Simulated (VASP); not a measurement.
# W (Fd-3m) in VASP: notebook

The runs below take W through single point, relaxation of cell and atoms, with RPBE.

Program: VASP 6.6.1. These are calculated values, not measurements. Logs are shortened: lines on timing, memory, paths and dates and some standing lists are left out, and cuts for length are marked.

### Step 1. The cell of the first run

The structure is cubic, space group Fd-3m (No. 227). The conventional cell has a = 6.020 Å, b = 6.020 Å, c = 6.020 Å, α = 90.00°, β = 90.00°, γ = 90.00°. W (site symmetry -43m) has 4 W at 2.61 Å within 3.4 Å.

This isn't the form of W at room conditions, which is bcc.

### Step 2. Single point, RPBE (27.27 Å³/atom)

Contents of INCAR:

```
PREC = Accurate ; ENCUT = 520
EDIFF = 1E-6 ; ISMEAR = -1
SIGMA = 0.1 ; LREAL = F
LASPH = T ; NELM = 100
ALGO = Normal ; ISIF = 2
LWAVE = F ; LCHARG = F
GGA = RP ; NBANDS = 21
```

Contents of KPOINTS:

```
regular mesh
0
Gamma
  11 11 11
```

Contents of POSCAR:

```
W
1.0
    0.0000000000      3.0100463303      3.0100463303
    3.0100463303      0.0000000000      3.0100463303
    3.0100463303      3.0100463303      0.0000000000
W
2
Direct
    0.1250000000      0.1250000000      0.1250000000
    0.8750000000      0.8750000000      0.8750000000
```

Potentials or basis: VASP PAW PBE potentials, release 64 (W_sv).

Run with:

```console
$ cat potpaw_PBE.64/W_sv/POTCAR > POTCAR
$ mpirun -np 1 vasp_std > vasp.out
```

OUTCAR:

```text
PREC = Accurate
   ENCUT = 520
   EDIFF = 1E-6
   ISMEAR = -1
   LREAL = F
   LASPH = T
   NELM = 100
   ISIF = 2
   GGA = RP

 ion  position               nearest neighbor table
   1  0.125  0.125  0.125-   2 2.61   2 2.61   2 2.61   2 2.61
   2  0.875  0.875  0.875-   1 2.61   1 2.61   1 2.61   1 2.61

  LATTYP: Found a face centered cubic cell.
 ALAT       =     6.0200926606

  Lattice vectors:

 A1 = (   0.0000000000,   3.0100463303,   3.0100463303)
 A2 = (   3.0100463303,   0.0000000000,   3.0100463303)
 A3 = (   3.0100463303,   3.0100463303,   0.0000000000)

Analysis of symmetry for initial positions (statically):
=====================================================================
 Subroutine PRICEL returns:
 Original cell was already a primitive cell.

 Routine SETGRP: Setting up the symmetry group for a
 face centered cubic supercell.

 Subroutine GETGRP returns: Found 48 space group operations
 (whereof 12 operations were pure point group operations)
 out of a pool of 48 trial point group operations.

The static configuration has the point symmetry D_3d.
 The point group associated with its full space group is O_h .

Analysis of symmetry for dynamics (positions and initial velocities):
=====================================================================
 Subroutine PRICEL returns:
 Original cell was already a primitive cell.

 Routine SETGRP: Setting up the symmetry group for a
 face centered cubic supercell.

 Subroutine GETGRP returns: Found 48 space group operations
 (whereof 12 operations were pure point group operations)
 out of a pool of 48 trial point group operations.

The dynamic configuration has the point symmetry D_3d.
 The point group associated with its full space group is O_h .

 Subroutine INISYM returns: Found 48 space group operations
 (whereof 12 operations are pure point group operations),
 and found     1 'primitive' translations

----------------------------------------------------------------------------------------

                                     Primitive cell

  volume of cell :      54.5443

  direct lattice vectors                    reciprocal lattice vectors
     0.000000000  3.010046330  3.010046330    -0.166110400  0.166110400  0.166110400
     3.010046330  0.000000000  3.010046330     0.166110400 -0.166110400  0.166110400
     3.010046330  3.010046330  0.000000000     0.166110400  0.166110400 -0.166110400

  length of vectors
     4.256848344  4.256848344  4.256848344     0.287711652  0.287711652  0.287711652

  position of ions in fractional coordinates (direct lattice)
     0.125000000  0.125000000  0.125000000
     0.875000000  0.875000000  0.875000000

  ion indices of the primitive-cell ions
   primitive index   ion index
                 1           1
                 2           2

----------------------------------------------------------------------------------------

 KPOINTS: regular mesh

Automatic generation of k-mesh.
 Grid dimensions read from file:
 generate k-points for:   11   11   11

 Generating k-lattice:

  Cartesian coordinates                     Fractional coordinates (reciprocal lattice)
    -0.015100945  0.015100945  0.015100945     0.090909091  0.000000000  0.000000000
     0.015100945 -0.015100945  0.015100945     0.000000000  0.090909091  0.000000000
     0.015100945  0.015100945 -0.015100945     0.000000000  0.000000000  0.090909091

  Length of vectors
     0.026155605  0.026155605  0.026155605

  Shift w.r.t. Gamma in fractional coordinates (k-lattice)
     0.000000000  0.000000000  0.000000000

 Subroutine IBZKPT returns following result:
 ===========================================

 Found     56 irreducible k-points:

 Following reciprocal coordinates:
            Coordinates               Weight
  0.000000  0.000000  0.000000      1.000000
  0.090909  0.000000  0.000000      8.000000
  0.181818  0.000000  0.000000      8.000000
  0.272727  0.000000  0.000000      8.000000
  0.363636  0.000000  0.000000      8.000000
  0.454545  0.000000  0.000000      8.000000
[... 16 lines left out ...]
 -0.272727  0.181818  0.000000     24.000000
 -0.181818  0.181818  0.000000     12.000000
 [... further k-points ...]
   k-points           NKPTS =     56   k-points in BZ     NKDIM =     56   number of bands    NBANDS=     21
   number of dos      NEDOS =    301   number of ions     NIONS =      2
   total plane-waves  NPLWV =  32768
   dimension x,y,z NGX =    32 NGY =   32 NGZ =   32
   dimension x,y,z NGXF=    64 NGYF=   64 NGZF=   64
   ions per type =               2
   NGX,Y,Z   is equivalent  to a cutoff of  12.50, 12.50, 12.50 a.u.
   NGXF,Y,Z  is equivalent  to a cutoff of  24.99, 24.99, 24.99 a.u.
 SYSTEM =  unknown system
   PREC   = accura    normal or accurate (medium, high low for compatibility)
   ISTART =      0    job   : 0-new  1-cont  2-samecut
   ICHARG =      2    charge: 1-file 2-atom 10-const
   ISPIN  =      1    spin polarized calculation?
   LNONCOLLINEAR =      F non collinear calculations
   LSORBIT =      F    spin-orbit coupling
   LASPH  =      T    aspherical Exc in radial PAW
   ENCUT  =  520.0 eV  38.22 Ry    6.18 a.u.   7.91  7.91  7.91*2*pi/ulx,y,z
   NELM   =    100;   NELMIN=  2; NELMDL= -5     # of ELM steps
   EDIFF  = 0.1E-05   stopping-criterion for ELM
   LREAL  =      F    real-space projection
   EDIFFG = 0.1E-04   stopping-criterion for IOM
   NSW    =      0    number of steps for IOM
   IBRION =     -1    ionic relax: 0-MD 1-quasi-New 2-CG
   NFREE  =      0    steps in history (QN), initial steepest desc. (CG)
   ISIF   =      2    stress and relaxation
   ISYM   =      2    0-nonsym 1-usesym 2-fastsym
   POTIM  = 0.5000    time-step for ionic-motion
   TEBEG  =    0.0;   TEEND  =   0.0 temperature during run
   PSTRESS=    0.0 pullay stress
   NELECT =      28.0000    total number of electrons
   NUPDOWN=      -1.0000    fix difference up-down
   EMIN   =  10.00;   EMAX   =-10.00  energy-range for DOS
   EFERMI =   0.00;   METHOD = LEGACY
   ISMEAR =    -1;   SIGMA  =   0.10  broadening in eV -4-tet -1-fermi 0-gaus
   EFERMI_NEDOS =   21; number of points for ismear=-14 and -15
   IALGO  =     38    algorithm
   IMIX   =      4    mixing-type and parameters
     AMIX     =   0.40;   BMIX     =  1.00
     AMIX_MAG =   1.60;   BMIX_MAG =  1.00
  volume/ion in A,a.u.               =      27.27       184.04
  Fermi-wavevector in a.u.,A,eV,Ry     =   1.310824  2.477098 23.378335  1.718259
  Thomas-Fermi vector in A             =   2.441328
   LORBIT       =      0    0 simple, 1 ext, 2 COOP (PROOUT), +10 PAW based schemes
   GGA     = RP    functional components
   LHFCALC =     F    Hartree Fock is set to
   AEXX    =    0.0000 exact exchange contribution
   IVDW    =     0    specifies the selected vdW correction
   LEPSILON=     F    determine dielectric tensor
   LRPA    =     F    only Hartree local field effects (RPA)
 non-spin polarized calculation
  energy-cutoff  :      520.00
  volume of cell :       54.54
 maximum number of plane-waves:      1480
   NGX = 15   NGY = 15   NGZ = 15

 number of electron      27.9999995 magnetization

 Free energy of the ion-electron system (eV)
  ---------------------------------------------------
  ext. energy  EPLUGINS =         0.00000000
  ---------------------------------------------------
  free energy    TOTEN  =       -19.55390593 eV

  energy without entropy =      -19.45197260  energy(sigma->0) =      -19.50293926

 E-fermi :   4.4348     XC(G=0): -10.2240

 val. band max:        4.4284865233   @ k =  -0.2727   0.1818   0.0000
 cond. band min:       4.4449160030   @ k =   0.3636   0.0909   0.0000
 fundamental gap:      0.0164294797
 Fermi energy:         4.4348067376

 k-point     1 :       0.0000    0.0000    0.0000
  band No.  band energies     occupation
      1     -68.8288      2.00000
      2     -68.6153      2.00000
      3     -33.2974      2.00000
      4     -33.2974      2.00000
      5     -33.2974      2.00000
      6     -32.6067      2.00000
[... 13 lines left out ...]
     20      14.6209      0.00000
     21      14.6955      0.00000

 k-point     2 :       0.0909    0.0000    0.0000
  band No.  band energies     occupation
      1     -68.8256      2.00000
      2     -68.6185      2.00000
      3     -33.3037      2.00000
      4     -33.3037      2.00000
      5     -33.2959      2.00000
      6     -32.6090      2.00000
[... 13 lines left out ...]
     20      14.3776      0.00000
     21      14.7591      0.00000

 k-point     3 :       0.1818    0.0000    0.0000
  band No.  band energies     occupation
      1     -68.8165      2.00000
      2     -68.6278      2.00000
      3     -33.3202      2.00000
      4     -33.3202      2.00000
      5     -33.2919      2.00000
      6     -32.6149      2.00000
[... 13 lines left out ...]
     20      13.3144      0.00000
     21      14.1696      0.00000

 k-point     4 :       0.2727    0.0000    0.0000
  band No.  band energies     occupation
      1     -68.8030      2.00000
      2     -68.6415      2.00000
      3     -33.3406      2.00000
      4     -33.3406      2.00000
      5     -33.2868      2.00000
      6     -32.6225      2.00000
[... 13 lines left out ...]
     20      11.4411      0.00000
     21      13.9101      0.00000

 k-point     5 :       0.3636    0.0000    0.0000
  band No.  band energies     occupation
      1     -68.7881      2.00000
      2     -68.6566      2.00000
      3     -33.3584      2.00000
      4     -33.3584      2.00000
      5     -33.2823      2.00000
      6     -32.6292      2.00000
[... 13 lines left out ...]
     20       9.8617      0.00000
     21      13.8233      0.00000
[... 382 lines left out ...]
     20       8.9135      0.00000
     21      11.7004      0.00000

 k-point    22 :      -0.3636    0.1818    0.0000
  band No.  band energies     occupation
      1     -68.7696      2.00000
      2     -68.6753      2.00000
      3     -33.4270      2.00000
      4     -33.3788      2.00000
      5     -33.1873      2.00000
      6     -32.7243      2.00000
[... 13 lines left out ...]
     20       9.2443      0.00000
     21      11.6035      0.00000

 k-point    23 :      -0.2727    0.1818    0.0000
  band No.  band energies     occupation
      1     -68.7831      2.00000
      2     -68.6616      2.00000
      3     -33.4124      2.00000
      4     -33.3601      2.00000
      5     -33.2125      2.00000
      6     -32.6980      2.00000
[... 13 lines left out ...]
     20      10.3492      0.00000
     21      11.8037      0.00000

 k-point    24 :      -0.1818    0.1818    0.0000
  band No.  band energies     occupation
      1     -68.7979      2.00000
      2     -68.6467      2.00000
      3     -33.3853      2.00000
      4     -33.3398      2.00000
      5     -33.2436      2.00000
      6     -32.6656      2.00000
[... 13 lines left out ...]
     20      11.7879      0.00000
     21      12.4253      0.00000

 [... further k-points ...]

------------------------ aborting loop because EDIFF is reached ----------------------------------------

  FORCE on cell =-STRESS in cart. coord.  units (eV):
  Direction    XX          YY          ZZ          XY          YZ          ZX
  --------------------------------------------------------------------------------------
  -------------------------------------------------------------------------------------
  Total       -2.5161502     -2.5161502     -2.5161502      0.0000000     -0.0000000      0.0000000
  in kB      -73.9090473    -73.9090473    -73.9090473      0.0000000     -0.0000000      0.0000000
  external PRESSURE =     -73.9090473 kB  Pullay stress =       0.0000000 kB

 VOLUME and BASIS-vectors are now :
 -----------------------------------------------------------------------------
  energy-cutoff  :      520.00
  volume of cell :       54.54
      direct lattice vectors                 reciprocal lattice vectors
     0.000000000  3.010046330  3.010046330    -0.166110400  0.166110400  0.166110400
     3.010046330  0.000000000  3.010046330     0.166110400 -0.166110400  0.166110400
     3.010046330  3.010046330  0.000000000     0.166110400  0.166110400 -0.166110400

 POSITION                                       TOTAL-FORCE (eV/Angst)
 -----------------------------------------------------------------------------------
      0.75251      0.75251      0.75251         0.000000     -0.000000     -0.000000
      5.26758      5.26758      5.26758         0.000000      0.000000      0.000000
 -----------------------------------------------------------------------------------
    total drift:                                0.000000      0.000000     -0.000000

  FREE ENERGIE OF THE ION-ELECTRON SYSTEM (eV)
  ---------------------------------------------------
  free  energy   TOTEN  =       -19.5539059260 eV

  energy  without entropy=      -19.4519726007  energy(sigma->0) =      -19.50293926
```

Run time: 55 s. Hardware: 1 thread of Intel Xeon 8259CL, shared host; peak memory 0.2 GiB.

Results:

```
Free energy            : -19.5539 eV
Pressure               : -7.4 GPa
Band gap on the k mesh : zero (bands 14 and 15 overlap by 1.00 eV)
```

Levels at points of the mesh, in eV from the Fermi level:
```
           k point  band 10  band 11  band 12  band 13  band 14  band 15  band 16  band 17  band 18  band 19
(0.00, 0.00, 0.00)    -1.52    -1.52    -0.99    -0.99    -0.99     1.44     1.44     1.44     4.70     4.70
```

Caveat: the cell stands under tension; the PAW data sets were made with another functional, which shifts forces and pressure a little; spin-orbit coupling is left out, which moves the levels of the heavy elements.

(Continued in part 2 of 2.)
